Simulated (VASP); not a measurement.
# Rb2PdC2 (P-3m1) in VASP: further runs

The runs below take Rb2PdC2 through relaxation of shape and atoms at fixed volume, with LDA.

Program: VASP 6.6.1. These are calculated values, not measurements. Logs are shortened: lines on timing, memory, paths and dates and some standing lists are left out, and cuts for length are marked.

### 1 The cell of the first run

Symmetry: P-3m1, No. 164, trigonal system. The conventional cell has a = 5.328 Å, b = 5.328 Å, c = 5.256 Å, α = 90.00°, β = 90.00°, γ = 120.00°. Rb (site symmetry 3m) has 6 C at 3.12 to 3.57 Å and 3 Pd at 3.41 Å and 6 Rb at 3.86 to 4.25 Å within 4.3 Å. Within 2.6 Å of Pd (site symmetry -3m) lie 2 C at 1.99 Å. C (site symmetry 3m) has 1 C at 1.28 Å within 1.7 Å.

### 2 Relaxation of shape and atoms at fixed volume, LDA (25.84 Å³/atom)

Contents of INCAR:

```
PREC     = Accurate       # precision mode
ENCUT    = 600            # plane-wave cutoff, eV
EDIFF    = 1E-6           # SCF threshold, eV
ISMEAR   = 0              # smearing method
SIGMA    = 0.02           # smearing width, eV
LREAL    = False          # projectors in reciprocal space
LASPH    = True           # aspherical terms in the spheres
NELM     = 100            # most SCF steps
ALGO     = Normal         # electronic algorithm
ISIF     = 4              # what is computed and relaxed
LWAVE    = False          # write WAVECAR
LCHARG   = False          # write CHGCAR
GGA      = CA             # functional
IBRION   = 2              # ionic algorithm
NSW      = 50             # ionic steps
EDIFFG   = -0.01          # ionic threshold
```

Contents of KPOINTS:

```
Automatic mesh
0
Gamma
  6 6 6
```

Contents of POSCAR:

```
Rb2PdC2
1.0
    5.3279434204      0.0000000000      0.0000000000
   -2.6639717102      4.6141343520      0.0000000000
    0.0000000000      0.0000000000      5.2563143165
Rb Pd C
2 1 2
Direct
    0.3333333333      0.6666666667      0.2783149312
    0.6666666667      0.3333333333      0.7216850688
    0.0000000000      0.0000000000      0.0000000000
    0.0000000000      0.0000000000      0.3786597653
    0.0000000000      0.0000000000      0.6213402347
```

Potentials or basis: VASP PAW LDA potentials, release 64 (Rb_sv, Pd, C).

On the command line:

```
$ cat potpaw_LDA.64/Rb_sv/POTCAR potpaw_LDA.64/Pd/POTCAR potpaw_LDA.64/C/POTCAR > POTCAR
$ mpirun -np 1 vasp_std > vasp.out
```

OUTCAR:

```text
PREC = Accurate
   ENCUT = 600
   EDIFF = 1E-6
   ISMEAR = 0
   LREAL = False
   LASPH = True
   NELM = 100
   ISIF = 4
   GGA = CA
   IBRION = 2
   NSW = 50
   EDIFFG = -0.01

 ion  position               nearest neighbor table
   1  0.333  0.667  0.278-   4 3.12   4 3.12   4 3.12   3 3.41   3 3.41   3 3.41   5 3.57   5 3.57
                             5 3.57   2 3.86   2 3.86   2 3.86   2 4.25   2 4.25   2 4.25
   2  0.667  0.333  0.722-   5 3.12   5 3.12   5 3.12   3 3.41   3 3.41   3 3.41   4 3.57   4 3.57
                             4 3.57   1 3.86   1 3.86   1 3.86   1 4.25   1 4.25   1 4.25
   3  0.000  0.000  0.000-   4 1.99   5 1.99   1 3.41   2 3.41   2 3.41   1 3.41   2 3.41   1 3.41

   4  0.000  0.000  0.379-   5 1.28   3 1.99   1 3.12   1 3.12   1 3.12   2 3.57   2 3.57   2 3.57

   5  0.000  0.000  0.621-   4 1.28   3 1.99   2 3.12   2 3.12   2 3.12   1 3.57   1 3.57   1 3.57

  LATTYP: Found a hexagonal cell.
 ALAT       =     5.3279434204
 C/A-ratio  =     0.9865559564

  Lattice vectors:

 A1 = (   5.3279434204,   0.0000000000,   0.0000000000)
 A2 = (  -2.6639717102,   4.6141343520,   0.0000000000)
 A3 = (   0.0000000000,   0.0000000000,   5.2563143165)

Analysis of symmetry for initial positions (statically):
=====================================================================
 Subroutine PRICEL returns:
 Original cell was already a primitive cell.

 Routine SETGRP: Setting up the symmetry group for a
 hexagonal supercell.

 Subroutine GETGRP returns: Found 12 space group operations
 (whereof 12 operations were pure point group operations)
 out of a pool of 24 trial point group operations.

The static configuration has the point symmetry D_3d.

Analysis of symmetry for dynamics (positions and initial velocities):
=====================================================================
 Subroutine PRICEL returns:
 Original cell was already a primitive cell.

 Routine SETGRP: Setting up the symmetry group for a
 hexagonal supercell.

 Subroutine GETGRP returns: Found 12 space group operations
 (whereof 12 operations were pure point group operations)
 out of a pool of 24 trial point group operations.

The dynamic configuration has the point symmetry D_3d.

 Subroutine INISYM returns: Found 12 space group operations
 (whereof 12 operations are pure point group operations),
 and found     1 'primitive' translations

----------------------------------------------------------------------------------------

                                     Primitive cell

  volume of cell :     129.2204

  direct lattice vectors                    reciprocal lattice vectors
     5.327943420  0.000000000  0.000000000     0.187689681  0.108362688  0.000000000
    -2.663971710  4.614134352  0.000000000     0.000000000  0.216725375  0.000000000
     0.000000000  0.000000000  5.256314317     0.000000000  0.000000000  0.190247375

  length of vectors
     5.327943420  5.327943420  5.256314317     0.216725375  0.216725375  0.190247375

  position of ions in fractional coordinates (direct lattice)
     0.333333333  0.666666667  0.278314931
     0.666666667  0.333333333  0.721685069
     0.000000000  0.000000000  0.000000000
     0.000000000  0.000000000  0.378659765
     0.000000000  0.000000000  0.621340235

  ion indices of the primitive-cell ions
   primitive index   ion index
                 1           1
                 2           2
                 3           3
                 4           4
                 5           5

----------------------------------------------------------------------------------------

 KPOINTS: Automatic mesh

Automatic generation of k-mesh.
 Grid dimensions read from file:
 generate k-points for:    6    6    6

 Generating k-lattice:

  Cartesian coordinates                     Fractional coordinates (reciprocal lattice)
     0.031281613  0.018060448  0.000000000     0.166666667 -0.000000000  0.000000000
     0.000000000  0.036120896  0.000000000     0.000000000  0.166666667  0.000000000
     0.000000000  0.000000000  0.031707896     0.000000000  0.000000000  0.166666667

  Length of vectors
     0.036120896  0.036120896  0.031707896

  Shift w.r.t. Gamma in fractional coordinates (k-lattice)
     0.000000000  0.000000000  0.000000000

 Subroutine IBZKPT returns following result:
 ===========================================

 Found     34 irreducible k-points:

 Following reciprocal coordinates:
            Coordinates               Weight
  0.000000  0.000000  0.000000      1.000000
  0.166667  0.000000  0.000000      6.000000
  0.333333  0.000000  0.000000      6.000000
  0.500000  0.000000  0.000000      3.000000
  0.166667  0.166667  0.000000      6.000000
  0.333333  0.166667  0.000000     12.000000
[... 16 lines left out ...]
  0.500000  0.000000  0.333333      6.000000
  0.166667  0.166667  0.333333     12.000000
 [... further k-points ...]
   k-points           NKPTS =     34   k-points in BZ     NKDIM =     34   number of bands    NBANDS=     22
   number of dos      NEDOS =    301   number of ions     NIONS =      5
   total plane-waves  NPLWV =  96768
   dimension x,y,z NGX =    48 NGY =   48 NGZ =   42
   dimension x,y,z NGXF=    96 NGYF=   96 NGZF=   84
   ions per type =               2   1   2
   NGX,Y,Z   is equivalent  to a cutoff of  14.98, 14.98, 13.28 a.u.
   NGXF,Y,Z  is equivalent  to a cutoff of  29.95, 29.95, 26.57 a.u.
 SYSTEM =  unknown system
   PREC   = accura    normal or accurate (medium, high low for compatibility)
   ISTART =      0    job   : 0-new  1-cont  2-samecut
   ICHARG =      2    charge: 1-file 2-atom 10-const
   ISPIN  =      1    spin polarized calculation?
   LNONCOLLINEAR =      F non collinear calculations
   LSORBIT =      F    spin-orbit coupling
   LASPH  =      T    aspherical Exc in radial PAW
   ENCUT  =  600.0 eV  44.10 Ry    6.64 a.u.  10.64 10.64 10.50*2*pi/ulx,y,z
   NELM   =    100;   NELMIN=  2; NELMDL= -5     # of ELM steps
   EDIFF  = 0.1E-05   stopping-criterion for ELM
   LREAL  =      F    real-space projection
   EDIFFG = -.1E-01   stopping-criterion for IOM
   NSW    =     50    number of steps for IOM
   IBRION =      2    ionic relax: 0-MD 1-quasi-New 2-CG
   NFREE  =      1    steps in history (QN), initial steepest desc. (CG)
   ISIF   =      4    stress and relaxation
   ISYM   =      2    0-nonsym 1-usesym 2-fastsym
   POTIM  = 0.5000    time-step for ionic-motion
   TEBEG  =    0.0;   TEEND  =   0.0 temperature during run
   PSTRESS=    0.0 pullay stress
   NELECT =      36.0000    total number of electrons
   NUPDOWN=      -1.0000    fix difference up-down
   EMIN   =  10.00;   EMAX   =-10.00  energy-range for DOS
   EFERMI =   0.00;   METHOD = LEGACY
   ISMEAR =     0;   SIGMA  =   0.02  broadening in eV -4-tet -1-fermi 0-gaus
   EFERMI_NEDOS =   21; number of points for ismear=-14 and -15
   IALGO  =     38    algorithm
   IMIX   =      4    mixing-type and parameters
     AMIX     =   0.40;   BMIX     =  1.00
     AMIX_MAG =   1.60;   BMIX_MAG =  1.00
  volume/ion in A,a.u.               =      25.84       174.40
  Fermi-wavevector in a.u.,A,eV,Ry     =   1.069216  2.020524 15.554479  1.143222
  Thomas-Fermi vector in A             =   2.204888
   LORBIT       =      0    0 simple, 1 ext, 2 COOP (PROOUT), +10 PAW based schemes
   GGA     = CA    functional components
   LHFCALC =     F    Hartree Fock is set to
   AEXX    =    0.0000 exact exchange contribution
   IVDW    =     0    specifies the selected vdW correction
   LEPSILON=     F    determine dielectric tensor
   LRPA    =     F    only Hartree local field effects (RPA)
 conjugate gradient relaxation of ions
 non-spin polarized calculation
 Gauss-broadening in eV      SIGMA  =   0.02
  energy-cutoff  :      600.00
  volume of cell :      129.22
 maximum number of plane-waves:      4347
 NGX is ok and might be reduce to    48
   NGX = 21   NGY = 21   NGZ = 21

--------------------------------------- Ionic step        1  -------------------------------------------

 number of electron      36.0000002 magnetization

 Free energy of the ion-electron system (eV)
  ---------------------------------------------------
  ext. energy  EPLUGINS =         0.00000000
  ---------------------------------------------------
  free energy    TOTEN  =       -28.46579774 eV

  energy without entropy =      -28.46579774  energy(sigma->0) =      -28.46579774

------------------------ aborting loop because EDIFF is reached ----------------------------------------

  FORCE on cell =-STRESS in cart. coord.  units (eV):
  Direction    XX          YY          ZZ          XY          YZ          ZX
  --------------------------------------------------------------------------------------
  -------------------------------------------------------------------------------------
  Total       -1.0885526     -1.0885526     -3.1543864      0.0000000      0.0000000      0.0000000
  in kB      -13.4967382    -13.4967382    -39.1105842      0.0000000      0.0000000      0.0000000
  external PRESSURE =     -22.0346868 kB  Pullay stress =       0.0000000 kB
[... 258 lines left out ...]
  energy  without entropy=      -28.4732638199  energy(sigma->0) =      -28.47326382

--------------------------------------- Ionic step        8  -------------------------------------------

 number of electron      36.0000003 magnetization

 Free energy of the ion-electron system (eV)
  ---------------------------------------------------
  ext. energy  EPLUGINS =         0.00000000
  ---------------------------------------------------
  free energy    TOTEN  =       -28.47365786 eV

  energy without entropy =      -28.47365786  energy(sigma->0) =      -28.47365786

 E-fermi :   1.2918     XC(G=0):  -8.6410

 val. band max:        1.1397843194   @ k =   0.5000   0.0000   0.5000
 cond. band min:       2.5940412844   @ k =   0.5000   0.0000   0.5000
 fundamental gap:      1.4542569650
 Fermi energy:         1.2918453755

 k-point     1 :       0.0000    0.0000    0.0000
  band No.  band energies     occupation
      1     -25.5043      2.00000
      2     -25.4174      2.00000
      3     -11.7845      2.00000
      4      -9.8986      2.00000
      5      -9.7855      2.00000
      6      -9.7855      2.00000
[... 574 lines left out ...]
      6      -9.7090      2.00000
[... 14 lines left out ...]
     21       4.9552      0.00000
     22       5.9627      0.00000

 [... further k-points ...]
[... 5 lines left out ...]
  --------------------------------------------------------------------------------------
  -------------------------------------------------------------------------------------
  Total       -1.2101248     -1.2101248     -1.1973322      0.0000000      0.0000000     -0.0000000
  in kB      -15.0040876    -15.0040876    -14.8454742      0.0000000      0.0000000     -0.0000000
  external PRESSURE =     -14.9512165 kB  Pullay stress =       0.0000000 kB
[... 20 lines left out ...]
  FREE ENERGIE OF THE ION-ELECTRON SYSTEM (eV)
  ---------------------------------------------------
  free  energy   TOTEN  =       -28.4736578627 eV

  energy  without entropy=      -28.4736578627  energy(sigma->0) =      -28.47365786

 reached required accuracy - stopping structural energy minimisation
```

Run time: 4.7 min. Hardware: 1 thread of Intel Xeon 6975P-C (Granite Rapids), shared host; peak memory 0.32 GiB.

What came out:

* Free energy: -28.4737 eV
* Energy gained by relaxing: 1.6 meV/atom
* Ionic steps: 8
* Pressure after relaxing: -1.5 GPa
* Largest force after relaxing: 0.004 eV/Å
* Band gap on the k mesh: 1.45 eV

Forces on the atoms (eV/Å):
```
Rb   0.000  0.000 -0.004
Rb   0.000  0.000  0.004
Pd   0.000  0.000  0.000
C    0.000  0.000  0.003
C    0.000  0.000 -0.003
```

Step by step:
```
step  energy change (eV)  largest force (eV/Å)  pressure (GPa)  volume (Å³)
   1              0.0000                0.5131           -2.20       129.22
   2              0.1198                4.8335            0.56       129.22
   3             -0.0046                0.2109           -1.79       129.22
   4             -0.0076                0.1180           -1.44       129.22
   5             -0.0078                0.0417           -1.53       129.22
   6             -0.0078                0.0473           -1.52       129.22
   7             -0.0075                0.2238           -1.37       129.22
   8             -0.0079                0.0043           -1.50       129.22
```

Final structure:
```xyz
5
Lattice="5.3484 0.0000 0.0000 -2.6742 4.6318 0.0000 0.0000 0.0000 5.2162" Properties=species:S:1:pos:R:3 pbc="T T T"
Rb    0.0000    3.0879    1.4513
Rb    2.6742    1.5439    3.7649
Pd    0.0000    0.0000    0.0000
C     2.6742    4.6318    1.9751
C     0.0000    0.0000    3.2411
```

### 3 Relaxation of shape and atoms at fixed volume, LDA (26.82 Å³/atom)

This run uses another cell than the first one, of 26.82 Å³/atom.

Contents of INCAR:

```
SYSTEM = Rb2PdC2
  PREC = Accurate
  ENCUT = 600
  EDIFF = 1E-6
  ISMEAR = 0
  SIGMA = 0.02
  LREAL = .FALSE.
  LASPH = .TRUE.
  NELM = 80
  ALGO = Normal
  ISIF = 4
  LWAVE = .FALSE.
  LCHARG = .FALSE.
  IBRION = 2
  NSW = 50
  EDIFFG = -0.01
```

Contents of KPOINTS:

```
Automatic mesh
0
G
  6 6 6
  0 0 0
```

Contents of POSCAR:

```
Rb2PdC2
1.0
    5.4152177618      0.0000000000      0.0000000000
   -2.7076088809      4.6897161487      0.0000000000
    0.0000000000      0.0000000000      5.2802623919
Rb Pd C
2 1 2
Direct
    0.3333333333      0.6666666667      0.2772585688
    0.6666666667      0.3333333333      0.7227414312
    0.0000000000      0.0000000000      0.0000000000
    0.0000000000      0.0000000000      0.3787050503
    0.0000000000      0.0000000000      0.6212949497
```

Potentials or basis: VASP PAW LDA potentials, release 64 (Rb_sv, Pd, C).

On the command line:

```
$ cat potpaw_LDA.64/Rb_sv/POTCAR potpaw_LDA.64/Pd/POTCAR potpaw_LDA.64/C/POTCAR > POTCAR
$ mpirun -np 1 vasp_std > vasp.out
```

Wall time 4.3 min (1 thread of Intel Xeon 6975P-C (Granite Rapids), shared host); peak memory 0.33 GiB.

The run converged. Its results:

* Free energy: -28.4177 eV
* Energy gained by relaxing: 2.7 meV/atom
* Ionic steps: 7
* Pressure after relaxing: -2.3 GPa
* Largest force after relaxing: 0.006 eV/Å
* Band gap on the k mesh: 1.41 eV

Forces on the atoms (eV/Å):
```
Rb   0.000  0.000 -0.006
Rb   0.000  0.000  0.006
Pd   0.000  0.000  0.000
C    0.000  0.000  0.001
C    0.000  0.000 -0.001
```

Step by step:
| step | energy change (eV) | largest force (eV/Å) | pressure (GPa) | volume (Å³) |
| --- | --- | --- | --- | --- |
| 1 | 0.0000 | 0.6764 | -3.16 | 134.10 |
| 2 | 0.2086 | 6.5538 | 0.44 | 134.10 |
| 3 | -0.0079 | 0.2613 | -2.66 | 134.10 |
| 4 | -0.0132 | 0.1534 | -2.24 | 134.10 |
| 5 | -0.0134 | 0.0790 | -2.32 | 134.10 |
| 6 | -0.0123 | 0.3804 | -2.06 | 134.10 |
| 7 | -0.0135 | 0.0058 | -2.27 | 134.10 |

Final structure:
```
Rb Pd C
1.0
     5.44237    0.00000    0.00000
    -2.72119    4.71323    0.00000
     0.00000    0.00000    5.22770
Rb Pd C
2 1 2
Direct
  0.33333 0.66667 0.27714
  0.66667 0.33333 0.72286
  0.00000 0.00000 0.00000
  0.00000 0.00000 0.37871
  0.00000 0.00000 0.62129
```

Levels at points of the mesh, in eV from the valence-band top:
| k point | band 15 | band 16 | band 17 | band 18 | band 19 | band 20 | band 21 | band 22 |
| --- | --- | --- | --- | --- | --- | --- | --- | --- |
| (0.00, 0.00, 0.00) | -2.00 | -1.53 | -1.17 | -1.17 | 3.44 | 3.52 | 4.93 | 4.93 |
| (0.50, 0.00, 0.00) | -1.95 | -1.26 | -1.14 | -0.62 | 2.14 | 3.01 | 4.12 | 4.98 |
| (0.00, 0.00, 0.50) | -1.19 | -1.19 | 0.00 | 0.00 | 2.20 | 2.20 | 3.40 | 4.44 |
| (0.50, 0.00, 0.50) | -1.16 | -0.91 | 0.00 | 0.00 | 1.41 | 2.63 | 4.35 | 4.46 |

A k mesh can miss the band edges.
